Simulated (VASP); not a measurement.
# TiSi4Mo (F222) in VASP: further runs

The runs below take TiSi4Mo through single point, relaxation of cell and atoms, with PBE.

All numbers are computed with VASP 6.6.1; they aren't measurements. Logs are shortened: lines on timing, memory, paths and dates and some standing lists are left out, and cuts for length are marked.

## Step 1: The cell of the first run

It takes space group F222 (No. 22, orthorhombic). The conventional cell has a = 4.681 Å, b = 8.303 Å, c = 8.574 Å, α = 90.00°, β = 90.00°, γ = 90.00°. Within 3.4 Å of Ti (site symmetry 222) lie 10 Si at 2.56 to 2.89 Å and 4 Mo at 3.21 Å. Si (site symmetry 2) has 9 Si at 2.49 to 3.24 Å and 2 Mo at 2.58 Å and 3 Ti at 2.66 to 2.89 Å within 3.3 Å. Si (site symmetry 2) has 9 Si at 2.49 to 3.24 Å and 2 Ti at 2.56 Å and 3 Mo at 2.68 to 2.84 Å within 3.3 Å. Mo (site symmetry 222) has 10 Si at 2.58 to 2.84 Å and 4 Ti at 3.21 Å within 3.4 Å.

## Step 2: Single point, PBE

INCAR reads:

```
  PREC = Accurate
  ENCUT = 520
  EDIFF = 1E-6
  ISMEAR = 0
  SIGMA = 0.1
  LREAL = False
  LASPH = True
  NELM = 100
  ALGO = Normal
  ISIF = 2
  LWAVE = False
  LCHARG = False
  GGA = PE
  NBANDS = 30
```

KPOINTS reads:

```
Automatic mesh
0
Gamma
  4 4 4
```

POSCAR reads:

```
TiSi4Mo
1.0
    0.0000000000      4.1513641086      4.2867506922
    2.3406192014      0.0000000000      4.2867506922
    2.3406192014      4.1513641086      0.0000000000
Ti Si Mo
1 4 1
Direct
    0.5000000000      0.5000000000      0.5000000000
    0.8484964672      0.1515035328      0.8484964672
    0.1515035328      0.8484964672      0.1515035328
    0.0916336549      0.4083663451      0.0916336549
    0.4083663451      0.0916336549      0.4083663451
    0.7500000000      0.7500000000      0.7500000000
```

Potentials or basis: VASP PAW PBE potentials, release 64 (Ti_sv, Si, Mo_sv).

Command:

```bash
> cat potpaw_PBE.64/Ti_sv/POTCAR potpaw_PBE.64/Si/POTCAR potpaw_PBE.64/Mo_sv/POTCAR > POTCAR
> mpirun -np 1 vasp_std > vasp.out
```

OUTCAR:

```text
PREC = Accurate
   ENCUT = 520
   EDIFF = 1E-6
   ISMEAR = 0
   LREAL = False
   LASPH = True
   NELM = 100
   ISIF = 2
   GGA = PE

 ion  position               nearest neighbor table
   1  0.500  0.500  0.500-   4 2.56   5 2.56   4 2.56   5 2.56   3 2.66   3 2.66   2 2.66   2 2.66
                             3 2.89   2 2.89   6 3.21   6 3.21   6 3.21   6 3.21
   2  0.848  0.152  0.848-   5 2.49   5 2.49   3 2.52   6 2.58   6 2.58   1 2.66   1 2.66   3 2.86
                             3 2.86   1 2.89
   3  0.152  0.848  0.152-   4 2.49   4 2.49   2 2.52   6 2.58   6 2.58   1 2.66   1 2.66   2 2.86
                             2 2.86   1 2.89
   4  0.092  0.408  0.092-   3 2.49   3 2.49   1 2.56   1 2.56   5 2.63   6 2.68   6 2.68   5 2.79
                             5 2.79   6 2.84
   5  0.408  0.092  0.408-   2 2.49   2 2.49   1 2.56   1 2.56   4 2.63   6 2.68   6 2.68   4 2.79
                             4 2.79   6 2.84
   6  0.750  0.750  0.750-   2 2.58   3 2.58   2 2.58   3 2.58   4 2.68   5 2.68   4 2.68   5 2.68
                             5 2.84   4 2.84   1 3.21   1 3.21   1 3.21   1 3.21

  LATTYP: Found a face centered orthorhombic cell.
 ALAT       =     4.6812384028
 B/A-ratio  =     1.7736178983
 C/A-ratio  =     1.8314601066

  Lattice vectors:

 A1 = (   0.0000000000,   4.1513641086,   4.2867506922)
 A2 = (   2.3406192014,   0.0000000000,   4.2867506922)
 A3 = (   2.3406192014,   4.1513641086,   0.0000000000)

Analysis of symmetry for initial positions (statically):
=====================================================================
 Subroutine PRICEL returns:
 Original cell was already a primitive cell.

 Routine SETGRP: Setting up the symmetry group for a
 face centered orthorhombic supercell.

 Subroutine GETGRP returns: Found  4 space group operations
 (whereof  4 operations were pure point group operations)
 out of a pool of  8 trial point group operations.

The static configuration has the point symmetry D_2 .

Analysis of symmetry for dynamics (positions and initial velocities):
=====================================================================
 Subroutine PRICEL returns:
 Original cell was already a primitive cell.

 Routine SETGRP: Setting up the symmetry group for a
 face centered orthorhombic supercell.

 Subroutine GETGRP returns: Found  4 space group operations
 (whereof  4 operations were pure point group operations)
 out of a pool of  8 trial point group operations.

The dynamic configuration has the point symmetry D_2 .

 Subroutine INISYM returns: Found  4 space group operations
 (whereof  4 operations are pure point group operations),
 and found     1 'primitive' translations

----------------------------------------------------------------------------------------

                                     Primitive cell

  volume of cell :      83.3067

  direct lattice vectors                    reciprocal lattice vectors
     0.000000000  4.151364109  4.286750692    -0.213618687  0.120442338  0.116638460
     2.340619201  0.000000000  4.286750692     0.213618687 -0.120442338  0.116638460
     2.340619201  4.151364109  0.000000000     0.213618687  0.120442338 -0.116638460

  length of vectors
     5.967416146  4.884130398  4.765744665     0.271558153  0.271558153  0.271558153

  position of ions in fractional coordinates (direct lattice)
     0.500000000  0.500000000  0.500000000
     0.848496467  0.151503533  0.848496467
     0.151503533  0.848496467  0.151503533
     0.091633655  0.408366345  0.091633655
     0.408366345  0.091633655  0.408366345
     0.750000000  0.750000000  0.750000000

  ion indices of the primitive-cell ions
   primitive index   ion index
                 1           1
                 2           2
                 3           3
                 4           4
                 5           5
                 6           6

----------------------------------------------------------------------------------------

 KPOINTS: Automatic mesh

Automatic generation of k-mesh.
 Grid dimensions read from file:
 generate k-points for:    4    4    4

 Generating k-lattice:

  Cartesian coordinates                     Fractional coordinates (reciprocal lattice)
    -0.053404672  0.030110585  0.029159615     0.250000000  0.000000000  0.000000000
     0.053404672 -0.030110585  0.029159615     0.000000000  0.250000000  0.000000000
     0.053404672  0.030110585 -0.029159615     0.000000000  0.000000000  0.250000000

  Length of vectors
     0.067889538  0.067889538  0.067889538

  Shift w.r.t. Gamma in fractional coordinates (k-lattice)
     0.000000000  0.000000000  0.000000000

 Subroutine IBZKPT returns following result:
 ===========================================

 Found     18 irreducible k-points:

 Following reciprocal coordinates:
            Coordinates               Weight
  0.000000  0.000000  0.000000      1.000000
  0.250000  0.000000  0.000000      8.000000
  0.500000  0.000000  0.000000      4.000000
  0.250000  0.250000  0.000000      2.000000
  0.500000  0.250000  0.000000      8.000000
 -0.250000  0.250000  0.000000      4.000000
[... 10 lines left out ...]
 -0.250000  0.250000  0.500000      2.000000
  0.000000  0.500000  0.500000      1.000000
   k-points           NKPTS =     18   k-points in BZ     NKDIM =     18   number of bands    NBANDS=     30
   number of dos      NEDOS =    301   number of ions     NIONS =      6
   total plane-waves  NPLWV =  62208
   dimension x,y,z NGX =    48 NGY =   36 NGZ =   36
   dimension x,y,z NGXF=    96 NGYF=   72 NGZF=   72
   ions per type =               1   4   1
   NGX,Y,Z   is equivalent  to a cutoff of  13.37, 12.25, 12.56 a.u.
   NGXF,Y,Z  is equivalent  to a cutoff of  26.74, 24.51, 25.12 a.u.
 SYSTEM =  unknown system
   PREC   = accura    normal or accurate (medium, high low for compatibility)
   ISTART =      0    job   : 0-new  1-cont  2-samecut
   ICHARG =      2    charge: 1-file 2-atom 10-const
   ISPIN  =      1    spin polarized calculation?
   LNONCOLLINEAR =      F non collinear calculations
   LSORBIT =      F    spin-orbit coupling
   LASPH  =      T    aspherical Exc in radial PAW
   ENCUT  =  520.0 eV  38.22 Ry    6.18 a.u.  11.10  9.08  8.86*2*pi/ulx,y,z
   NELM   =    100;   NELMIN=  2; NELMDL= -5     # of ELM steps
   EDIFF  = 0.1E-05   stopping-criterion for ELM
   LREAL  =      F    real-space projection
   EDIFFG = 0.1E-04   stopping-criterion for IOM
   NSW    =      0    number of steps for IOM
   IBRION =     -1    ionic relax: 0-MD 1-quasi-New 2-CG
   NFREE  =      0    steps in history (QN), initial steepest desc. (CG)
   ISIF   =      2    stress and relaxation
   ISYM   =      2    0-nonsym 1-usesym 2-fastsym
   POTIM  = 0.5000    time-step for ionic-motion
   TEBEG  =    0.0;   TEEND  =   0.0 temperature during run
   PSTRESS=    0.0 pullay stress
   NELECT =      42.0000    total number of electrons
   NUPDOWN=      -1.0000    fix difference up-down
   EMIN   =  10.00;   EMAX   =-10.00  energy-range for DOS
   EFERMI =   0.00;   METHOD = LEGACY
   ISMEAR =     0;   SIGMA  =   0.10  broadening in eV -4-tet -1-fermi 0-gaus
   EFERMI_NEDOS =   21; number of points for ismear=-14 and -15
   IALGO  =     38    algorithm
   IMIX   =      4    mixing-type and parameters
     AMIX     =   0.40;   BMIX     =  1.00
     AMIX_MAG =   1.60;   BMIX_MAG =  1.00
  volume/ion in A,a.u.               =      13.88        93.70
  Fermi-wavevector in a.u.,A,eV,Ry     =   1.302961  2.462239 23.098701  1.697707
  Thomas-Fermi vector in A             =   2.433994
   LORBIT       =      0    0 simple, 1 ext, 2 COOP (PROOUT), +10 PAW based schemes
   GGA     = PE    functional components
   LHFCALC =     F    Hartree Fock is set to
   AEXX    =    0.0000 exact exchange contribution
   IVDW    =     0    specifies the selected vdW correction
   LEPSILON=     F    determine dielectric tensor
   LRPA    =     F    only Hartree local field effects (RPA)
 non-spin polarized calculation
 Gauss-broadening in eV      SIGMA  =   0.10
  energy-cutoff  :      520.00
  volume of cell :       83.31
 maximum number of plane-waves:      2260
 NGX is ok and might be reduce to    48
   NGX = 23   NGY = 19   NGZ = 17

 number of electron      42.0000002 magnetization

 Free energy of the ion-electron system (eV)
  ---------------------------------------------------
  ext. energy  EPLUGINS =         0.00000000
  ---------------------------------------------------
  free energy    TOTEN  =       -43.46310447 eV

  energy without entropy =      -43.44800130  energy(sigma->0) =      -43.45555288

 E-fermi :  11.2122     XC(G=0): -12.0068

 val. band max:       11.1791575315   @ k =   0.5000   0.0000   0.5000
 cond. band min:      11.2357520785   @ k =  -0.2500   0.2500   0.2500
 fundamental gap:      0.0565945470
 Fermi energy:        11.2121805610

 k-point     1 :       0.0000    0.0000    0.0000
  band No.  band energies     occupation
      1     -49.6212      2.00000
      2     -45.3162      2.00000
      3     -23.8122      2.00000
      4     -23.7703      2.00000
      5     -23.7458      2.00000
      6     -21.7095      2.00000
[... 22 lines left out ...]
     29      14.7953      0.00000
     30      14.9752      0.00000

 k-point     2 :       0.2500    0.0000    0.0000
  band No.  band energies     occupation
      1     -49.6211      2.00000
      2     -45.3162      2.00000
      3     -23.8129      2.00000
      4     -23.7710      2.00000
      5     -23.7493      2.00000
      6     -21.7104      2.00000
[... 22 lines left out ...]
     29      15.0851      0.00000
     30      15.8989      0.00000

 k-point     3 :       0.5000    0.0000    0.0000
  band No.  band energies     occupation
      1     -49.6210      2.00000
      2     -45.3161      2.00000
      3     -23.8136      2.00000
      4     -23.7720      2.00000
      5     -23.7527      2.00000
      6     -21.7113      2.00000
[... 484 lines left out ...]
     29      15.5336      0.00000
     30      15.8152      0.00000

 k-point    18 :       0.0000    0.5000    0.5000
  band No.  band energies     occupation
      1     -49.6209      2.00000
      2     -45.3161      2.00000
      3     -23.8181      2.00000
      4     -23.7770      2.00000
      5     -23.7482      2.00000
      6     -21.7108      2.00000
[... 22 lines left out ...]
     29      15.6432      0.00000
     30      15.8403      0.00000

------------------------ aborting loop because EDIFF is reached ----------------------------------------

  FORCE on cell =-STRESS in cart. coord.  units (eV):
  Direction    XX          YY          ZZ          XY          YZ          ZX
  --------------------------------------------------------------------------------------
  -------------------------------------------------------------------------------------
  Total        0.0526530     -0.1234050      0.1808378      0.0000000      0.0000000      0.0000000
  in kB        1.0126379     -2.3733591      3.4779238      0.0000000      0.0000000      0.0000000
  external PRESSURE =       0.7057342 kB  Pullay stress =       0.0000000 kB

 VOLUME and BASIS-vectors are now :
 -----------------------------------------------------------------------------
  energy-cutoff  :      520.00
  volume of cell :       83.31
      direct lattice vectors                 reciprocal lattice vectors
     0.000000000  4.151364109  4.286750692    -0.213618687  0.120442338  0.116638460
     2.340619201  0.000000000  4.286750692     0.213618687 -0.120442338  0.116638460
     2.340619201  4.151364109  0.000000000     0.213618687  0.120442338 -0.116638460

 POSITION                                       TOTAL-FORCE (eV/Angst)
 -----------------------------------------------------------------------------------
      2.34062      4.15136      4.28675        -0.000000     -0.000000      0.000000
      2.34062      7.04484      4.28675         0.000000      0.004891     -0.000000
      2.34062      1.25789      4.28675         0.000000     -0.004891     -0.000000
      1.17031      0.76081      2.14338         0.000000     -0.013217     -0.000000
      1.17031      3.39055      2.14338         0.000000      0.013217     -0.000000
      3.51093      6.22705      6.43013         0.000000     -0.000000     -0.000000
 -----------------------------------------------------------------------------------
    total drift:                               -0.000000      0.000000     -0.000000

  FREE ENERGIE OF THE ION-ELECTRON SYSTEM (eV)
  ---------------------------------------------------
  free  energy   TOTEN  =       -43.4631044654 eV

  energy  without entropy=      -43.4480012990  energy(sigma->0) =      -43.45555288
```

Run time: 24 s. Hardware: 1 thread of Intel Xeon 6975P-C (Granite Rapids), shared host; peak memory 0.25 GiB.

What came out:

```yaml
Free_energy: -43.4631 eV
Pressure: 0.1 GPa
Largest_force: 0.013 eV/Å
Band_gap_on_the_k_mesh: zero (band 21 reaches 11.59 eV, above the bottom of band 22 at 10.83 eV)
```

Forces in eV/Å, atoms in the order of the input:
```
Ti   0.000  0.000  0.000
Si   0.000  0.005  0.000
Si   0.000 -0.005  0.000
Si   0.000 -0.013  0.000
Si   0.000  0.013  0.000
Mo   0.000  0.000  0.000
```

Stress tensor (GPa, compression positive):
```
 0.10  0.00  0.00
 0.00 -0.24  0.00
 0.00  0.00  0.35
```

Levels at points of the mesh, in eV from the Fermi level:
| k point | band 19 | band 20 | band 21 | band 22 | band 23 | band 24 |
| --- | --- | --- | --- | --- | --- | --- |
| (0.00, 0.00, 0.00) | -2.52 | -1.80 | -1.72 | 1.21 | 2.75 | 2.78 |
| (0.50, 0.00, 0.00) | -1.03 | -0.83 | -0.07 | 0.61 | 0.91 | 1.62 |
| (0.50, 0.50, 0.00) | -1.78 | -1.57 | -0.53 | -0.19 | 2.65 | 2.68 |
| (0.50, 0.00, 0.50) | -2.23 | -1.78 | -0.03 | 0.63 | 2.63 | 2.71 |
| (0.00, 0.50, 0.50) | -1.26 | -1.16 | -0.59 | -0.38 | 1.53 | 1.70 |

Caveat: the k points lie up to 0.43 Å⁻¹ apart.

## Step 3: Relaxation of cell and atoms, PBE

This run uses another cell than the first one, of 15.51 Å³/atom, 1.117 times its volume.

INCAR reads:

```
PREC = Accurate
ENCUT = 600
EDIFF = 1E-7
ISMEAR = 0
SIGMA = 0.1
LREAL = False
LASPH = True
NELM = 60
ALGO = Normal
ISIF = 3
LWAVE = False
LCHARG = False
GGA = PE
IBRION = 2
NSW = 90
EDIFFG = -0.04
```

KPOINTS reads:

```
regular mesh
0
Gamma
  4 4 4
```

POSCAR reads:

```
TiSi4Mo
1.0
    0.0000000000      4.2621789200      4.4126681100
    2.4734637700      0.0000000000      4.4126681100
    2.4734637700      4.2621789200      0.0000000000
Ti Si Mo
1 4 1
Direct
    0.5000000000      0.5000000000      0.5000000000
    0.8374344100      0.1625655900      0.8374344100
    0.1625655900      0.8374344100      0.1625655900
    0.0874344100      0.4125655900      0.0874344100
    0.4125655900      0.0874344100      0.4125655900
    0.7500000000      0.7500000000      0.7500000000
```

Potentials or basis: VASP PAW PBE potentials, release 64 (Ti_sv, Si, Mo_sv).

Command:

```bash
> cat potpaw_PBE.64/Ti_sv/POTCAR potpaw_PBE.64/Si/POTCAR potpaw_PBE.64/Mo_sv/POTCAR > POTCAR
> mpirun -np 1 vasp_std > vasp.out
```

It took 14 min on 1 thread of AMD EPYC 7R43 (Zen 3), shared host; peak memory 0.27 GiB.

Results (log left out):

| Property | Result |
| --- | --- |
| Free energy | -43.4667 eV |
| Relaxed volume | 13.88 Å³/atom |
| Relaxed cell | a = 5.966 Å, b = 4.890 Å, c = 4.759 Å, α = 76.38°, β = 52.79°, γ = 50.83° |
| Space group after relaxing (to 0.05 Å) | F222 (No. 22) |
| Energy gained by relaxing | 102.4 meV/atom |
| Ionic steps | 13 |
| Pressure after relaxing | 0.0 GPa |
| Largest force after relaxing | 0.018 eV/Å |
| Band gap on the k mesh | zero (band 21 reaches 11.60 eV, above the bottom of band 22 at 10.85 eV) |

Forces in eV/Å, atoms in the order of the input:
```
Ti   0.000  0.000  0.000
Si   0.000 -0.003  0.000
Si   0.000  0.003  0.000
Si   0.000  0.018  0.000
Si   0.000 -0.018  0.000
Mo   0.000  0.000  0.000
```

Step by step:
```csv
step,energy change (eV),largest force (eV/Å),pressure (GPa),volume (Å³)
1,0.0000,0.5603,-15.13,93.04
2,0.0502,0.5179,24.41,74.66
3,-0.5464,0.5925,-0.09,83.31
4,-0.5467,0.5921,0.31,83.12
5,-0.5905,0.3961,0.41,82.87
6,-0.5969,0.2735,0.59,82.72
7,-0.6087,0.0934,-0.45,83.26
8,-0.6091,0.0773,-0.67,83.38
9,-0.6125,0.0568,0.71,82.88
10,-0.6127,0.0606,0.43,82.98
11,-0.6141,0.0479,-0.01,83.28
12,-0.6141,0.0475,-0.03,83.29
13,-0.6143,0.0176,-0.03,83.29
```

Final structure:
```yaml
crystal:
  lattice:
    - [0.00000, 4.14376, 4.29271]
    - [2.34119, 0.00000, 4.29271]
    - [2.34119, 4.14376, 0.00000]
  atoms:
    - { symbol: Ti, position: [0.50000, 0.50000, 0.50000] }
    - { symbol: Si, position: [0.84835, 0.15165, 0.84835] }
    - { symbol: Si, position: [0.15165, 0.84835, 0.15165] }
    - { symbol: Si, position: [0.09104, 0.40896, 0.09104] }
    - { symbol: Si, position: [0.40896, 0.09104, 0.40896] }
    - { symbol: Mo, position: [0.75000, 0.75000, 0.75000] }
```

Levels at points of the mesh, in eV from the Fermi level:
```
           k point  band 18  band 19  band 20  band 21  band 22  band 23  band 24  band 25
(0.00, 0.00, 0.00)    -2.81    -2.51    -1.80    -1.71     1.19     2.74     2.77     2.93
(0.50, 0.00, 0.00)    -2.31    -1.04    -0.83    -0.07     0.60     0.91     1.61     2.03
(0.50, 0.50, 0.00)    -2.02    -1.78    -1.58    -0.54    -0.21     2.66     2.68     2.94
(0.50, 0.00, 0.50)    -2.90    -2.24    -1.77    -0.02     0.63     2.61     2.71     2.92
(0.00, 0.50, 0.50)    -1.55    -1.28    -1.15    -0.60    -0.38     1.52     1.70     2.52
```

Caveat: the k points lie up to 0.43 Å⁻¹ apart in the final cell.
